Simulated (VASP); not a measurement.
Set up this calculation in VASP 6.6.1, as the native input.

```
Task                   : single point
Functional             : r2SCAN
Dispersion             : rVV10
Potentials or basis    : VASP PAW PBE potentials, release 64 (Ga_d, N_h)
Cutoff                 : 1460 eV
k mesh                 : 6 × 6 × 4
Occupations            : gaussian, width 0.01 eV
Spin                   : no spin polarisation
Dipole correction      : no
Further INCAR settings : ALGO = Normal; EDIFF = 1e-06; NBANDS = 26
```

The system is GaN.

```
CELL_PARAMETERS angstrom
3.17625 0.00000 0.00000
-1.58812 2.75071 0.00000
0.00000 0.00000 5.17276
ATOMIC_POSITIONS crystal
Ga 0.33333 0.66667 0.99915
Ga 0.66667 0.33333 0.49915
N 0.33333 0.66667 0.37585
N 0.66667 0.33333 0.87585
```

The input as run:

POSCAR

```
GaN
1.0
    3.1762494334      0.0000000000      0.0000000000
   -1.5881247167      2.7507126981      0.0000000000
    0.0000000000      0.0000000000      5.1727618467
Ga N
2 2
Direct
    0.3333333333      0.6666666667     -0.0008544752
    0.6666666667      0.3333333333      0.4991455248
    0.3333333333      0.6666666667      0.3758544752
    0.6666666667      0.3333333333      0.8758544752
```

INCAR.step1

```
PREC = Accurate
ENCUT = 1460
ISMEAR = 0
SIGMA = 0.01
LREAL = F
LASPH = T
NELM = 120
NBANDS = 26
GGA = PE
ALGO = Normal
EDIFF = 1E-5
LWAVE = T
LCHARG = F
GGA_COMPAT = F
```

INCAR.step2

```
PREC = Accurate
ENCUT = 1460
EDIFF = 1E-6
ISMEAR = 0
SIGMA = 0.01
LREAL = F
LASPH = T
NELM = 120
ALGO = Normal
ISIF = 2
LWAVE = F
LCHARG = F
METAGGA = R2SCAN
LMIXTAU = T
LUSE_VDW = T
IVDW_NL = 2
BPARAM = 11.95
CPARAM = 0.0093
NBANDS = 26
ISTART = 1
GGA_COMPAT = F
```

KPOINTS

```
Automatic mesh
0
Gamma
  6 6 4
```

Potentials or basis: VASP PAW PBE potentials, release 64 (Ga_d, N_h).

The run is started by

```console
$ cat potpaw_PBE.64/Ga_d/POTCAR potpaw_PBE.64/N_h/POTCAR > POTCAR
$ cp INCAR.step1 INCAR
$ mpirun -np 1 vasp_std > vasp.out
$ cp INCAR.step2 INCAR
$ mpirun -np 1 vasp_std > vasp.out
```

Results of the run:

```yaml
Pressure: 1.1 GPa
Band_gap_on_the_k_mesh: 2.35 eV
```

Caveat: the PAW data sets were made with another functional, which shifts forces and pressure a little.

It took 4.6 min on 1 thread of Intel(R) Xeon(R) Platinum 8488C (Sapphire Rapids) (shared host), peak memory 0.75 GiB.
